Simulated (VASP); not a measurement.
# CoPtO2 (R-3m) in VASP: further runs, part 2 of 2

VASP 6.6.1. The steps go on from the part before.

**3. Single point, PBEsol, collinear spin, ferromagnetic start (volume scaled by 1.02)**

INCAR reads:

```
SYSTEM = CoPtO2
ALGO     = Normal         ! electronic algorithm
EDIFF    = 1E-6           ! SCF threshold, eV
ENCUT    = 520            ! plane-wave cutoff, eV
GGA      = PS             ! functional
ISIF     = 2              ! what is computed and relaxed
ISMEAR   = -1             ! smearing method
ISPIN    = 2              ! spin polarisation
LASPH    = .True.         ! aspherical terms in the spheres
LCHARG   = .False.        ! write CHGCAR
LMAXMIX  = 4              ! l up to which the mixer works
LORBIT   = 11             ! projections on sites
LREAL    = .False.        ! projectors in reciprocal space
LWAVE    = .False.        ! write WAVECAR
MAGMOM   = 0 2 0 0        ! initial moments
NBANDS   = 28             ! bands
NELM     = 150            ! most SCF steps
PREC     = Accurate       ! precision mode
SIGMA    = 0.05           ! smearing width, eV
```

KPOINTS reads:

```
k-points
0
Gamma
  11 11 11
  0 0 0
```

POSCAR reads:

```
CoPtO2
1.0
    1.4216229708      0.8207744048      5.9787239584
   -1.4216229708      0.8207744048      5.9787239584
    0.0000000000     -1.6415488097      5.9787239584
Pt Co O
1 1 2
Direct
    0.0000000000      0.0000000000      0.0000000000
    0.5000000000      0.5000000000      0.5000000000
    0.1122440300      0.1122440300      0.1122440300
    0.8877559700      0.8877559700      0.8877559700
```

Potentials or basis: VASP PAW PBE potentials, release 64 (Pt, Co, O).

Run with:

```console
$ cat potpaw_PBE.64/Pt/POTCAR potpaw_PBE.64/Co/POTCAR potpaw_PBE.64/O/POTCAR > POTCAR
$ mpirun -np 1 vasp_std > vasp.out
```

OUTCAR:

```text
SYSTEM = CoPtO2
   EDIFF = 1E-6
   ENCUT = 520
   GGA = PS
   ISIF = 2
   ISMEAR = -1
   ISPIN = 2
   LASPH = .True.
   LORBIT = 11
   LREAL = .False.
   NELM = 150
   PREC = Accurate

 ion  position               nearest neighbor table
   1  0.000  0.000  0.000-   3 2.01   4 2.01
   2  0.500  0.500  0.500-   3 1.91   4 1.91   3 1.91   3 1.91   4 1.91   4 1.91
   3  0.112  0.112  0.112-   2 1.91   2 1.91   2 1.91   1 2.01
   4  0.888  0.888  0.888-   2 1.91   2 1.91   2 1.91   1 2.01

  LATTYP: Found a trigonal (rhomboedric) cell.
 ALAT       =     6.1999856988
 COS(alpha) =     0.8948480128

  Lattice vectors:

 A1 = (   1.4216229708,   0.8207744048,   5.9787239584)
 A2 = (  -1.4216229708,   0.8207744048,   5.9787239584)
 A3 = (   0.0000000000,  -1.6415488097,   5.9787239584)

Analysis of symmetry for initial positions (statically):
=====================================================================
 Subroutine PRICEL returns:
 Original cell was already a primitive cell.

 Routine SETGRP: Setting up the symmetry group for a
 trigonal (rhombohedral) supercell.

 Subroutine GETGRP returns: Found 12 space group operations
 (whereof 12 operations were pure point group operations)
 out of a pool of 12 trial point group operations.

The static configuration has the point symmetry D_3d.

Analysis of symmetry for dynamics (positions and initial velocities):
=====================================================================
 Subroutine PRICEL returns:
 Original cell was already a primitive cell.

 Routine SETGRP: Setting up the symmetry group for a
 trigonal (rhombohedral) supercell.

 Subroutine GETGRP returns: Found 12 space group operations
 (whereof 12 operations were pure point group operations)
 out of a pool of 12 trial point group operations.

The dynamic configuration has the point symmetry D_3d.

Analysis of structural, dynamic, and magnetic symmetry:
[... 163 lines left out ...]
  energy without entropy =      -28.71690508  energy(sigma->0) =      -28.71979133

 E-fermi :   8.2638     XC(G=0): -12.8156

 val. band max:        8.2119739741   @ k =  -0.3636  -0.3636   0.0909
 cond. band min:       8.3074336500   @ k =   0.4545   0.4545  -0.0000
 fundamental gap:      0.0954596759
 Fermi energy:         8.2638310461

 spin component 1

 k-point     1 :       0.0000    0.0000    0.0000
  band No.  band energies     occupation
      1     -13.1066      1.00000
      2     -11.2374      1.00000
      3      -1.2811      1.00000
      4       1.3281      1.00000
      5       1.8523      1.00000
      6       1.8523      1.00000
[... 709 lines left out ...]
     26      25.6491      0.00000
     27      26.0851      0.00000

 [... further k-points ...]

 spin component 2

 k-point     1 :       0.0000    0.0000    0.0000
  band No.  band energies     occupation
      1     -13.1065      1.00000
      2     -11.2373      1.00000
      3      -1.2811      1.00000
      4       1.3283      1.00000
      5       1.8523      1.00000
      6       1.8523      1.00000
[... 709 lines left out ...]
     26      25.6491      0.00000
     27      26.0852      0.00000

 [... further k-points ...]

 [bands above 27 left out]

------------------------ aborting loop because EDIFF is reached ----------------------------------------

  FORCE on cell =-STRESS in cart. coord.  units (eV):
  Direction    XX          YY          ZZ          XY          YZ          ZX
  --------------------------------------------------------------------------------------
  -------------------------------------------------------------------------------------
  Total       -2.1776666     -2.1776666     -3.0242756     -0.0000000      0.0000000      0.0000000
  in kB      -83.3554454    -83.3554454   -115.7614483     -0.0000000      0.0000000      0.0000000
  external PRESSURE =     -94.1574463 kB  Pullay stress =       0.0000000 kB

 VOLUME and BASIS-vectors are now :
 -----------------------------------------------------------------------------
  energy-cutoff  :      520.00
  volume of cell :       41.86
      direct lattice vectors                 reciprocal lattice vectors
     1.421622971  0.820774405  5.978723958     0.351710693  0.203060263  0.055753257
    -1.421622971  0.820774405  5.978723958    -0.351710693  0.203060263  0.055753257
     0.000000000 -1.641548810  5.978723958     0.000000000 -0.406120526  0.055753257

 POSITION                                       TOTAL-FORCE (eV/Angst)
 -----------------------------------------------------------------------------------
      0.00000      0.00000      0.00000        -0.000000      0.000000     -0.000000
      0.00000     -0.00000      8.96809         0.000000     -0.000000     -0.000000
      0.00000     -0.00000      2.01323        -0.000000     -0.000000      0.029640
      0.00000     -0.00000     15.92294        -0.000000      0.000000     -0.029640
 -----------------------------------------------------------------------------------
    total drift:                                0.000000      0.000000     -0.000000

  FREE ENERGIE OF THE ION-ELECTRON SYSTEM (eV)
  ---------------------------------------------------
  free  energy   TOTEN  =       -28.7226775716 eV

  energy  without entropy=      -28.7169050832  energy(sigma->0) =      -28.71979133

 total charge

# of ion       s       p       d       tot
------------------------------------------
    1        0.635   0.550   7.986   9.171
    2        0.424   0.648   7.349   8.422
    3        1.551   3.421   0.000   4.972
    4        1.551   3.421   0.000   4.972
--------------------------------------------------
tot          4.161   8.040  15.336  27.537

 magnetization (x)

# of ion       s       p       d       tot
------------------------------------------
    1        0.000   0.000   0.000   0.000
    2       -0.000  -0.000  -0.000  -0.000
    3       -0.000   0.000   0.000   0.000
    4       -0.000   0.000   0.000   0.000
--------------------------------------------------
tot          0.000   0.000  -0.000  -0.000
```

stdout:

```text
POSCAR found type information on POSCAR PtCoO
 POSCAR found :  3 types and       4 ions
 scaLAPACK will be used
 -----------------------------------------------------------------------------
|                                                                             |
|                                                                             |
|     You enforced a specific xc type in the INCAR file but a different       |
|     I HOPE YOU KNOW WHAT YOU ARE DOING!                                     |
|                                                                             |
 -----------------------------------------------------------------------------

 LDA part: xc-table for (Slater+PW92), standard interpolation
 POSCAR, INCAR and KPOINTS ok, starting setup
 FFT: planning ... GRIDC
 FFT: planning ... GRID_SOFT
 FFT: planning ... GRID
 WAVECAR not read
 entering main loop
```

Run time: 28 min. Hardware: 1 thread of Oxide Virtual Turin-like, shared host; peak memory 0.57 GiB.

Results:

```yaml
Free_energy: -28.7227 eV
Pressure: -9.4 GPa
Largest_force: 0.030 eV/Å
Net_moment: 0.00 μB per cell
Valence_electrons_inside_the_program's_atomic_spheres: Pt 9.17; Co 8.42; O 4.97
```

Forces in eV/Å, atoms in the order of the input:
```
Pt   0.000  0.000  0.000
Co   0.000  0.000  0.000
O    0.000  0.000  0.030
O    0.000  0.000 -0.030
```

Stress tensor (GPa, compression positive):
```
 -8.34   0.00   0.00
  0.00  -8.34   0.00
  0.00   0.00 -11.58
```

Levels at points of the mesh, in eV from the Fermi level:
Spin up:
| k point | band 12 | band 13 | band 14 | band 15 | band 16 | band 17 | band 18 | band 19 | band 20 | band 21 |
| --- | --- | --- | --- | --- | --- | --- | --- | --- | --- | --- |
| (0.00, 0.00, 0.00) | -1.85 | -1.85 | -1.58 | -1.58 | -1.45 | 1.79 | 1.79 | 2.60 | 5.40 | 8.73 |
Spin down:
| k point | band 14 | band 15 | band 16 | band 17 | band 18 | band 19 |
| --- | --- | --- | --- | --- | --- | --- |
| (0.00, 0.00, 0.00) | -1.58 | -1.58 | -1.45 | 1.79 | 1.79 | 2.60 |

Caveat: the starting moments collapsed, and a magnetic state may lie lower; the PAW data sets were made with another functional, which shifts forces and pressure a little; spin-orbit coupling is left out, which moves the levels of the heavy elements; semilocal functionals often make such compounds metallic where correlation or magnetic order opens a gap, which also shifts bond lengths.
